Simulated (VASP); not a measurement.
# CoSi8Ni3: single point with LDA

CoSi8Ni3:

```xyz
12
Lattice="5.4096 0.0000 0.0000 0.0000 5.4096 0.0000 0.0000 0.0000 5.4096" Properties=species:S:1:pos:R:3 pbc="T T T"
Co    2.7048    2.7048    2.7048
Si    4.0465    1.3631    1.3631
Si    1.3631    1.3631    4.0465
Si    4.0465    4.0465    4.0465
Si    1.3631    4.0465    1.3631
Si    1.3631    4.0465    4.0465
Si    4.0465    4.0465    1.3631
Si    1.3631    1.3631    1.3631
Si    4.0465    1.3631    4.0465
Ni    2.7048    0.0000    0.0000
Ni    0.0000    0.0000    2.7048
Ni    0.0000    2.7048    0.0000
```

```json
{
 "Program": "VASP 6.6.1",
 "Task": "single point",
 "Functional": "LDA",
 "Potentials or basis": "VASP PAW LDA potentials, release 64 (Co, Si, Ni)",
 "Cutoff": "520 eV",
 "k mesh": "8 × 8 × 8",
 "Occupations": "gaussian, width 0.1 eV",
 "Spin": "no spin polarisation",
 "Dipole correction": "no",
 "Further INCAR settings": "ALGO = Normal; EDIFF = 1e-06; NBANDS = 48"
}
```

```json
{
  "Pressure": "-8.0 GPa",
  "Largest force": "0.013 eV/Å",
  "Band gap on the k mesh": "zero (an odd number of electrons rules out a gap without spin polarisation)"
}
```

Forces on the atoms (eV/Å):
```
Co   0.000  0.000  0.000
Si  -0.008  0.008  0.008
Si   0.008  0.008 -0.008
Si  -0.008 -0.008 -0.008
Si   0.008 -0.008  0.008
Si   0.008 -0.008 -0.008
Si  -0.008 -0.008  0.008
Si   0.008  0.008  0.008
Si  -0.008  0.008 -0.008
Ni   0.000  0.000  0.000
Ni   0.000  0.000  0.000
Ni   0.000  0.000  0.000
```

Levels at points of the mesh, in eV from the Fermi level:
| k point | band 34 | band 35 | band 36 | band 37 | band 38 | band 39 |
| --- | --- | --- | --- | --- | --- | --- |
| (0.00, 0.00, 0.00) | -0.31 | -0.12 | -0.12 | -0.12 | 1.65 | 1.65 |
| (0.50, 0.00, 0.00) | -1.38 | -1.38 | -1.31 | -0.39 | 0.07 | 2.08 |
| (0.50, 0.50, 0.00) | -1.00 | -0.98 | -0.59 | 1.06 | 1.06 | 1.33 |
| (0.50, 0.50, 0.50) | -1.21 | -1.20 | -1.20 | 1.76 | 1.76 | 1.76 |

Run time: 4.6 min on 1 thread of Intel(R) Xeon(R) Platinum 8259CL CPU @ 2.50GHz (Skylake/Cascade Lake) (shared host), peak memory 0.35 GiB.

Caveat: the cell stands under tension; the run has no spin polarisation, though such a crystal can be magnetic. Spin polarisation is off, so any magnetic state and its effect on volume and gap are missing.
